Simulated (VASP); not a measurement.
Input of a VASP 6.6.1 run:

File POSCAR:

```
Ti
1.0
    3.2517897406      3.2517897406      3.2517897406
   -3.2517897406      3.2517897406     -3.2517897406
   -3.2517897406     -3.2517897406      3.2517897406
Ti
8
Direct
    0.0000000000      0.5000000000      0.5000000000
    0.0000000000      0.5000000000      0.0000000000
    0.0000000000      0.0000000000      0.5000000000
    0.0000000000      0.0000000000      0.0000000000
    0.5000000000      0.5000000000      0.5000000000
    0.5000000000      0.5000000000      0.0000000000
    0.5000000000      0.0000000000      0.5000000000
    0.5000000000      0.0000000000      0.0000000000
```

The input INCAR.step1:

```
PREC = Accurate
ENCUT = 520
ISMEAR = 0
SIGMA = 0.15
LREAL = False
LASPH = True
NELM = 60
NBANDS = 58
GGA = PE
ALGO = Normal
EDIFF = 1E-4
LWAVE = True
LCHARG = False
```

Contents of INCAR.step2:

```
PREC = Accurate
ENCUT = 520
EDIFF = 1E-7
ISMEAR = 0
SIGMA = 0.15
LREAL = False
LASPH = True
NELM = 60
ALGO = Normal
ISIF = 2
LWAVE = False
LCHARG = True
METAGGA = R2SCAN
LMIXTAU = True
LELF = True
LVHAR = True
NBANDS = 58
ISTART = 1
```

The input KPOINTS:

```
regular mesh
0
Gamma
  8 8 8
```

Potentials or basis: VASP PAW PBE potentials, release 64 (Ti_sv).

The run is started by

```sh
$ cat potpaw_PBE.64/Ti_sv/POTCAR > POTCAR
$ cp INCAR.step1 INCAR
$ mpirun -np 1 vasp_std > vasp.out
$ cp INCAR.step2 INCAR
$ mpirun -np 1 vasp_std > vasp.out
```

Problem. Estimate the band gap on the k mesh.

Solution. Zero (band 48 reaches 9.22 eV, above the bottom of band 49 at 8.07 eV).

Problem. Predict the pressure.

Solution. 0.6 GPa.

Caveat: the PAW data sets were made with another functional, which shifts forces and pressure a little.
